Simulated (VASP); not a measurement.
# Al2O3 (P-6m2) in VASP: further runs, part 2 of 2

VASP 6.6.1. The steps go on from the part before.

**3. Single point, PBEsol**

This run uses another cell than the first one, of 13.86 Å³/atom, 1.015 times its volume.

Input file INCAR:

```
SYSTEM = Al2O3
PREC = Accurate ; ENCUT = 520
EDIFF = 1E-6 ; ISMEAR = -1
SIGMA = 0.02 ; LREAL = .FALSE.
LASPH = .TRUE. ; NELM = 80
ALGO = Normal ; ISIF = 2
LWAVE = .FALSE. ; LCHARG = .FALSE.
GGA = PS ; NBANDS = 20
```

Input file KPOINTS:

```
Automatic mesh
0
G
  12 12 2
  0 0 0
```

Input file POSCAR:

```
Al2O3
1.0
    2.8843249500      0.0000000000      0.0000000000
   -1.4421624700      2.4978986800      0.0000000000
    0.0000000000      0.0000000000      9.6168570938
Al O
2 3
Direct
    0.0000000000      0.0000000000      0.1499923300
    0.0000000000      0.0000000000      0.8500076700
    0.3333333333      0.6666666667      0.2223169200
    0.6666666667      0.3333333333      0.0000000000
    0.3333333333      0.6666666667      0.7776830800
```

Potentials or basis: VASP PAW PBE potentials, release 64 (Al, O).

The run is started by

```bash
$ cat potpaw_PBE.64/Al/POTCAR potpaw_PBE.64/O/POTCAR > POTCAR
$ mpirun -np 1 vasp_std > vasp.out
```

OUTCAR:

```text
SYSTEM = Al2O3
   PREC = Accurate
   ENCUT = 520
   EDIFF = 1E-6
   ISMEAR = -1
   LREAL = .FALSE.
   LASPH = .TRUE.
   NELM = 80
   ISIF = 2
   GGA = PS

 ion  position               nearest neighbor table
   1  0.000  0.000  0.150-   3 1.80   3 1.80   3 1.80   4 2.20   4 2.20   4 2.20   2 2.88
   2  0.000  0.000  0.850-   5 1.80   5 1.80   5 1.80   4 2.20   4 2.20   4 2.20   1 2.88
   3  0.333  0.667  0.222-   1 1.80   1 1.80   1 1.80
   4  0.667  0.333  0.000-   1 2.20   2 2.20   1 2.20   2 2.20   1 2.20   2 2.20
   5  0.333  0.667  0.778-   2 1.80   2 1.80   2 1.80

  LATTYP: Found a hexagonal cell.
 ALAT       =     2.8843249500
 C/A-ratio  =     3.3341794910

  Lattice vectors:

 A1 = (   2.8843249500,   0.0000000000,   0.0000000000)
 A2 = (  -1.4421624700,   2.4978986800,   0.0000000000)
 A3 = (   0.0000000000,   0.0000000000,   9.6168570938)

Analysis of symmetry for initial positions (statically):
=====================================================================
 Subroutine PRICEL returns:
[... 171 lines left out ...]
  ext. energy  EPLUGINS =         0.00000000
  ---------------------------------------------------
  free energy    TOTEN  =       -38.06942500 eV

  energy without entropy =      -38.06942500  energy(sigma->0) =      -38.06942500

 E-fermi :   0.9789     XC(G=0):  -8.4704

 val. band max:        0.4823496832   @ k =   0.1667   0.0000   0.0000
 cond. band min:       5.2235570382   @ k =   0.0000   0.0000   0.0000
 fundamental gap:      4.7412073550
 Fermi energy:         0.9788664695

 k-point     1 :       0.0000    0.0000    0.0000
  band No.  band energies     occupation
      1     -17.8804      2.00000
      2     -17.0632      2.00000
      3     -15.8293      2.00000
      4      -4.4413      2.00000
      5      -1.6647      2.00000
      6      -0.8265      2.00000
[... 541 lines left out ...]
     19      13.2437      0.00000
     20      14.5060      0.00000

 [... further k-points ...]
[... 5 lines left out ...]
  --------------------------------------------------------------------------------------
  -------------------------------------------------------------------------------------
  Total       -1.6933416     -1.6933416     -3.4094070     -0.0000000     -0.0000000      0.0000000
  in kB      -39.1564212    -39.1564212    -78.8383029     -0.0000001     -0.0000000      0.0000000
  external PRESSURE =     -52.3837151 kB  Pullay stress =       0.0000000 kB

 VOLUME and BASIS-vectors are now :
 -----------------------------------------------------------------------------
  energy-cutoff  :      520.00
  volume of cell :       69.29
      direct lattice vectors                 reciprocal lattice vectors
     2.884324950  0.000000000  0.000000000     0.346701574  0.200168246  0.000000000
    -1.442162470  2.497898680  0.000000000     0.000000000  0.400336494  0.000000000
     0.000000000  0.000000000  9.616857094     0.000000000  0.000000000  0.103984076

 POSITION                                       TOTAL-FORCE (eV/Angst)
 -----------------------------------------------------------------------------------
      0.00000      0.00000      1.44245         0.000000     -0.000000     -0.386845
      0.00000      0.00000      8.17440         0.000000     -0.000000      0.386845
      0.00000      1.66527      2.13799        -0.000000      0.000000     -0.519500
      1.44216      0.83263      0.00000         0.000000     -0.000000      0.000000
      0.00000      1.66527      7.47887        -0.000000      0.000000      0.519500
 -----------------------------------------------------------------------------------
    total drift:                                0.000001     -0.000000      0.000000

  FREE ENERGIE OF THE ION-ELECTRON SYSTEM (eV)
  ---------------------------------------------------
  free  energy   TOTEN  =       -38.0694249990 eV

  energy  without entropy=      -38.0694249990  energy(sigma->0) =      -38.06942500
```

OSZICAR:

```text
N       E                     dE             d eps       ncg     rms          rms(c)
DAV:   1     0.117668178419E+03    0.11767E+03   -0.12087E+04  1520   0.107E+03
DAV:   2    -0.328511602742E+02   -0.15052E+03   -0.14616E+03  1824   0.245E+02
DAV:   3    -0.419930931513E+02   -0.91419E+01   -0.91050E+01  2044   0.631E+01
DAV:   4    -0.420868037063E+02   -0.93711E-01   -0.93685E-01  1840   0.698E+00
DAV:   5    -0.420884280718E+02   -0.16244E-02   -0.16243E-02  1924   0.899E-01    0.119E+01
DAV:   6    -0.381650207577E+02    0.39234E+01   -0.12519E+01  1656   0.250E+01    0.457E+00
DAV:   7    -0.381181844160E+02    0.46836E-01   -0.38892E-01  1804   0.427E+00    0.247E+00
DAV:   8    -0.380740147172E+02    0.44170E-01   -0.51261E-02  1920   0.208E+00    0.805E-01
DAV:   9    -0.380666705306E+02    0.73442E-02   -0.15197E-02  1980   0.107E+00    0.195E-01
DAV:  10    -0.380674473971E+02   -0.77687E-03   -0.32662E-03  1808   0.372E-01    0.150E-01
DAV:  11    -0.380691147683E+02   -0.16674E-02   -0.39227E-03  1640   0.563E-01    0.931E-02
DAV:  12    -0.380693560535E+02   -0.24129E-03   -0.61046E-04  1652   0.173E-01    0.587E-02
DAV:  13    -0.380694311105E+02   -0.75057E-04   -0.29391E-04  1616   0.128E-01    0.202E-02
DAV:  14    -0.380694253025E+02    0.58080E-05   -0.23163E-05  1864   0.464E-02    0.709E-03
DAV:  15    -0.380694249990E+02    0.30348E-06   -0.46019E-06  1684   0.156E-02
   1 F= -.38069425E+02 E0= -.38069425E+02  d E =-.173287E-11
```

stdout:

```text
POSCAR found type information on POSCAR AlO
 POSCAR found :  2 types and       5 ions
 scaLAPACK will be used
 -----------------------------------------------------------------------------
|                                                                             |
|                                                                             |
|     You enforced a specific xc type in the INCAR file but a different       |
|     I HOPE YOU KNOW WHAT YOU ARE DOING!                                     |
|                                                                             |
 -----------------------------------------------------------------------------

 LDA part: xc-table for (Slater+PW92), standard interpolation
 POSCAR, INCAR and KPOINTS ok, starting setup
 FFT: planning ... GRIDC
 FFT: planning ... GRID_SOFT
 FFT: planning ... GRID
 WAVECAR not read
 entering main loop
```

Wall time 35 s (1 thread of Intel Xeon Platinum 8488C (Sapphire Rapids), shared host); peak memory 0.2 GiB.

Results:

```
Free energy            : -38.0694 eV
Pressure               : -5.2 GPa
Largest force          : 0.519 eV/Å
Band gap on the k mesh : 4.74 eV, indirect (least direct gap 4.97 eV)
```

Forces on the atoms (eV/Å):
```
Al   0.000  0.000 -0.387
Al   0.000  0.000  0.387
O    0.000  0.000 -0.519
O    0.000  0.000  0.000
O    0.000  0.000  0.519
```

Levels at points of the mesh, in eV from the valence-band top:
| k point | band 9 | band 10 | band 11 | band 12 | band 13 | band 14 | band 15 | band 16 |
| --- | --- | --- | --- | --- | --- | --- | --- | --- |
| (0.00, 0.00, 0.00) | -1.16 | -0.24 | -0.24 | -0.23 | 4.74 | 7.54 | 7.62 | 9.15 |
| (0.50, 0.00, 0.00) | -1.89 | -0.80 | -0.79 | -0.56 | 7.79 | 8.50 | 8.83 | 10.63 |
| (0.00, 0.00, 0.50) | -1.16 | -0.26 | -0.24 | -0.24 | 4.85 | 7.02 | 7.94 | 9.38 |
| (0.50, 0.00, 0.50) | -1.89 | -0.80 | -0.80 | -0.55 | 7.80 | 8.47 | 8.86 | 10.50 |

Caveat: the PAW data sets were made with another functional, which shifts forces and pressure a little. A k mesh can miss the band edges.
